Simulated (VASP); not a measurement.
Write the native input for VASP 6.6.1 that does the following.

| Quantity | Value |
| --- | --- |
| Task | single point |
| Functional | RPBE |
| Potentials or basis | VASP PAW PBE potentials, release 64 (Cr_pv) |
| Cutoff | 520 eV |
| k mesh | 11 × 11 × 11 |
| Occupations | fermi-dirac, width 0.05 eV |
| Spin | collinear spin, antiferromagnetic start |
| Starting moments | [3.003, -3.003] μB |
| Dipole correction | no |
| Further INCAR settings | ALGO = Normal; EDIFF = 1e-06; NBANDS = 23 |

The structure of Cr lies in POSCAR:

```
Cr
1.0
    0.0000000000      2.6887709886      2.6887709886
    2.6887709886      0.0000000000      2.6887709886
    2.6887709886      2.6887709886      0.0000000000
Cr
2
Direct
    0.1250000000      0.1250000000      0.1250000000
    0.8750000000      0.8750000000      0.8750000000
```

This isn't the form of Cr at room conditions, which is bcc.

The input as run:

INCAR

```
  PREC = Accurate
  ENCUT = 520
  EDIFF = 1E-6
  ISMEAR = -1
  SIGMA = 0.05
  LREAL = F
  LASPH = T
  NELM = 150
  ALGO = Normal
  ISIF = 2
  LWAVE = F
  LCHARG = T
  ISPIN = 2
  MAGMOM = 3.003 -3.003
  LORBIT = 11
  LMAXMIX = 4
  GGA = RP
  LELF = T
  LVHAR = T
  NBANDS = 23
```

KPOINTS

```
Automatic mesh
0
Gamma
  11 11 11
```

Potentials or basis: VASP PAW PBE potentials, release 64 (Cr_pv).

Run with:

```console
$ cat potpaw_PBE.64/Cr_pv/POTCAR > POTCAR
$ mpirun -np 1 vasp_std > vasp.out
```

Results of the run:

```json
{
  "Pressure": "4.3 GPa",
  "Band gap on the k mesh": "zero (filled and empty bands overlap)",
  "Net moment": "0.00 μB per cell",
  "Site moments": "Cr +2.90, -2.90 μB",
  "Valence electrons inside the program's atomic spheres": "Cr 10.91"
}
```

Caveat: the cell stands under pressure; an empty level that is flat over the whole mesh can mark a ghost state of the potentials, or a narrow d or f band; the antiferromagnetic order is the one typed at the start, and another may lie lower; the PAW data sets were made with another functional, which shifts forces and pressure a little.

It took 45 s on 1 thread of AMD EPYC 9R45 96-Core Processor (Zen 5) (shared host), peak memory 0.18 GiB.
